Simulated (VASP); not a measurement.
# Ag (P6/mmm) in VASP: a series of runs, part 2 of 2

VASP 6.6.1. Earlier steps stand in the parts before.

**3. Single point, PBE**

This run uses another cell than the first one, of 9.71 Å³/atom, 1.163 times its volume.

INCAR reads:

```
SYSTEM = Ag
ALGO = Normal
EDIFF = 1E-6
ENCUT = 520
GGA = PE
ISIF = 2
ISMEAR = -1
LASPH = .True.
LCHARG = .False.
LREAL = .False.
LWAVE = .False.
NBANDS = 12
NELM = 80
PREC = Accurate
SIGMA = 0.08
```

KPOINTS reads:

```
k-points
0
Gamma
  15 15 14
  0 0 0
```

POSCAR reads:

```
Ag
1.0
    2.2711012903      0.0000000000      0.0000000000
   -1.1355506451      1.9668314119      0.0000000000
    0.0000000000      0.0000000000      2.1745238835
Ag
1
Direct
    0.0000000000      0.0000000000      0.0000000000
```

Potentials or basis: VASP PAW PBE potentials, release 64 (Ag).

The run is started by

```bash
> cat potpaw_PBE.64/Ag/POTCAR > POTCAR
> mpirun -np 1 vasp_std > vasp.out
```

OUTCAR:

```text
SYSTEM = Ag
   EDIFF = 1E-6
   ENCUT = 520
   GGA = PE
   ISIF = 2
   ISMEAR = -1
   LASPH = .True.
   LREAL = .False.
   NELM = 80
   PREC = Accurate

 ion  position               nearest neighbor table
   1  0.000  0.000  0.000-

  LATTYP: Found a hexagonal cell.
 ALAT       =     2.2711012903
 C/A-ratio  =     0.9574755176

  Lattice vectors:

 A1 = (   2.2711012903,   0.0000000000,   0.0000000000)
 A2 = (  -1.1355506451,   1.9668314119,   0.0000000000)
 A3 = (   0.0000000000,   0.0000000000,   2.1745238835)

Analysis of symmetry for initial positions (statically):
=====================================================================
 Subroutine PRICEL returns:
 Original cell was already a primitive cell.

 Routine SETGRP: Setting up the symmetry group for a
 hexagonal supercell.

 Subroutine GETGRP returns: Found 24 space group operations
 (whereof 24 operations were pure point group operations)
 out of a pool of 24 trial point group operations.

The static configuration has the point symmetry D_6h.

Analysis of symmetry for dynamics (positions and initial velocities):
=====================================================================
 Subroutine PRICEL returns:
 Original cell was already a primitive cell.

 Routine SETGRP: Setting up the symmetry group for a
 hexagonal supercell.

 Subroutine GETGRP returns: Found 24 space group operations
 (whereof 24 operations were pure point group operations)
 out of a pool of 24 trial point group operations.

The dynamic configuration has the point symmetry D_6h.

 Subroutine INISYM returns: Found 24 space group operations
 (whereof 24 operations are pure point group operations),
 and found     1 'primitive' translations

----------------------------------------------------------------------------------------

                                     Primitive cell

  volume of cell :       9.7133
[... 101 lines left out ...]
   EFERMI =   0.00;   METHOD = LEGACY
   ISMEAR =    -1;   SIGMA  =   0.08  broadening in eV -4-tet -1-fermi 0-gaus
   EFERMI_NEDOS =   21; number of points for ismear=-14 and -15
   IALGO  =     38    algorithm
   IMIX   =      4    mixing-type and parameters
     AMIX     =   0.40;   BMIX     =  1.00
     AMIX_MAG =   1.60;   BMIX_MAG =  1.00
  volume/ion in A,a.u.               =       9.71        65.55
  Fermi-wavevector in a.u.,A,eV,Ry     =   1.706409  3.224645 39.617873  2.911831
  Thomas-Fermi vector in A             =   2.785451
   LORBIT       =      0    0 simple, 1 ext, 2 COOP (PROOUT), +10 PAW based schemes
   GGA     = PE    functional components
[... 5 lines left out ...]
 non-spin polarized calculation
  energy-cutoff  :      520.00
  volume of cell :        9.71
 maximum number of plane-waves:       272
 NGX is ok and might be reduce to    18

 number of electron      10.9999999 magnetization

 Free energy of the ion-electron system (eV)
  ---------------------------------------------------
  ext. energy  EPLUGINS =         0.00000000
  ---------------------------------------------------
  free energy    TOTEN  =         2.74186648 eV

  energy without entropy =        2.74542515  energy(sigma->0) =        2.74364581

 E-fermi :  19.7589     XC(G=0): -15.8346

 val. band max:       19.7234101341   @ k =   0.2000   0.2000   0.2857
 cond. band min:      19.9743021456   @ k =   0.1333   0.1333   0.4286
 fundamental gap:      0.2508920115
 Fermi energy:        19.7588935418

 k-point     1 :       0.0000    0.0000    0.0000
  band No.  band energies     occupation
      1       6.5685      2.00000
      2       7.3346      2.00000
      3      11.1898      2.00000
      4      11.1898      2.00000
      5      16.5206      2.00000
      6      16.5206      2.00000
      7      35.4137      0.00000
      8      37.6103      0.00000
      9      46.1206      0.00000
     10      46.1206      0.00000
     11      48.8000      0.00000
     12      53.1891      0.00000
[... 331 lines left out ...]
 k-point    24 :       0.4000    0.2000    0.0000
  band No.  band energies     occupation
      1       8.6531      2.00000
      2       9.4540      2.00000
      3      12.8272      2.00000
      4      13.4697      2.00000
      5      14.9475      2.00000
      6      22.1012      0.00000
      7      26.9719      0.00000
      8      30.5778      0.00000
      9      42.0400      0.00000
     10      48.9118      0.00000
     11      49.6842      0.00000
     12      52.8690      0.00000

 [... further k-points ...]
[... 5 lines left out ...]
  --------------------------------------------------------------------------------------
  -------------------------------------------------------------------------------------
  Total       21.8230327     21.8230327     21.6149073      0.0000000      0.0000000     -0.0000000
  in kB     3599.6300085   3599.6300082   3565.3004864      0.0000001      0.0000000     -0.0000000
  external PRESSURE =    3588.1868343 kB  Pullay stress =       0.0000000 kB

 VOLUME and BASIS-vectors are now :
 -----------------------------------------------------------------------------
  energy-cutoff  :      520.00
  volume of cell :        9.71
      direct lattice vectors                 reciprocal lattice vectors
     2.271101290  0.000000000  0.000000000     0.440315016  0.254215993  0.000000000
    -1.135550645  1.966831412  0.000000000     0.000000000  0.508431986  0.000000000
     0.000000000  0.000000000  2.174523884     0.000000000  0.000000000  0.459870783

 POSITION                                       TOTAL-FORCE (eV/Angst)
 -----------------------------------------------------------------------------------
      0.00000      0.00000      0.00000        -0.000000      0.000000      0.000000
 -----------------------------------------------------------------------------------
    total drift:                               -0.000000      0.000000      0.000000

  FREE ENERGIE OF THE ION-ELECTRON SYSTEM (eV)
  ---------------------------------------------------
  free  energy   TOTEN  =         2.7418664813 eV

  energy  without entropy=        2.7454251464  energy(sigma->0) =        2.74364581
```

OSZICAR:

```text
N       E                     dE             d eps       ncg     rms          rms(c)
DAV:   1     0.597153592685E+02    0.59715E+02   -0.58176E+03  5208   0.909E+02
DAV:   2     0.322992314814E+01   -0.56485E+02   -0.54307E+02  6148   0.226E+02
DAV:   3     0.240353232099E+01   -0.82639E+00   -0.82588E+00  6196   0.265E+01
DAV:   4     0.240189199860E+01   -0.16403E-02   -0.16402E-02  6216   0.127E+00
DAV:   5     0.240188613627E+01   -0.58623E-05   -0.58651E-05  6364   0.662E-02    0.310E+01
DAV:   6     0.263225082781E+01    0.23036E+00   -0.14729E-01  6580   0.383E+00    0.183E+01
DAV:   7     0.273934485427E+01    0.10709E+00   -0.85707E-02  6888   0.277E+00    0.127E+00
DAV:   8     0.274190517319E+01    0.25603E-02   -0.89150E-03  5708   0.104E+00    0.688E-02
DAV:   9     0.274187584053E+01   -0.29333E-04   -0.57257E-05  6540   0.688E-02    0.157E-02
DAV:  10     0.274186635410E+01   -0.94864E-05   -0.44211E-06  6228   0.143E-02    0.256E-03
DAV:  11     0.274186648129E+01    0.12719E-06   -0.84421E-08  4460   0.250E-03
   1 F= 0.27418665E+01 E0= 0.27436458E+01  d E =-.355867E-02
```

stdout:

```text
POSCAR found type information on POSCAR Ag
 POSCAR found :  1 types and       1 ions
 scaLAPACK will be used
 LDA part: xc-table for (Slater+PW92), standard interpolation
 POSCAR, INCAR and KPOINTS ok, starting setup
 FFT: planning ... GRIDC
 FFT: planning ... GRID_SOFT
 FFT: planning ... GRID
 WAVECAR not read
 entering main loop
```

It took 16 s on 1 thread of AMD EPYC 7R43 (Zen 3), shared host; peak memory 0.1 GiB.

What came out:

| Item | Value |
| --- | --- |
| Free energy | 2.7419 eV |
| Pressure | 358.8 GPa |

**4. Single point, PBE**

INCAR reads:

```
PREC = Accurate ; ENCUT = 520
EDIFF = 1E-7 ; ISMEAR = -1
SIGMA = 0.08 ; LREAL = False
LASPH = True ; NELM = 100
ALGO = Normal ; ISIF = 2
LWAVE = False ; LCHARG = False
GGA = PE ; NBANDS = 12
```

KPOINTS reads:

```
Automatic mesh
0
Gamma
  15 15 14
```

POSCAR reads:

```
Ag
1.0
    2.2711012903      0.0000000000      0.0000000000
   -1.1355506451      1.9668314120      0.0000000000
    0.0000000000      0.0000000000      2.1745238835
Ag
1
Direct
    0.0000000000      0.0000000000      0.0000000000
```

The run is started by

```bash
> cat potpaw_PBE.64/Ag/POTCAR > POTCAR
> mpirun -np 1 vasp_std > vasp.out
```

It took 18 s on 1 thread of AMD EPYC 7R43 (Zen 3), shared host; peak memory 0.1 GiB.

The run converged. Its results:

| Property | Result |
| --- | --- |
| Free energy | 2.7419 eV |
| Pressure | 358.8 GPa |

Stress tensor (GPa, compression positive):
```
359.98   0.00   0.00
  0.00 359.98   0.00
  0.00   0.00 356.56
```

Levels at points of the mesh, in eV from the Fermi level:
```tsv
k point	band 4	band 5	band 6	band 7	band 8	band 9
(0.00, 0.00, 0.00)	-8.57	-3.24	-3.24	15.65	17.85	26.36
(0.00, 0.00, 0.50)	-6.30	-6.30	-4.28	5.87	19.81	24.38
```
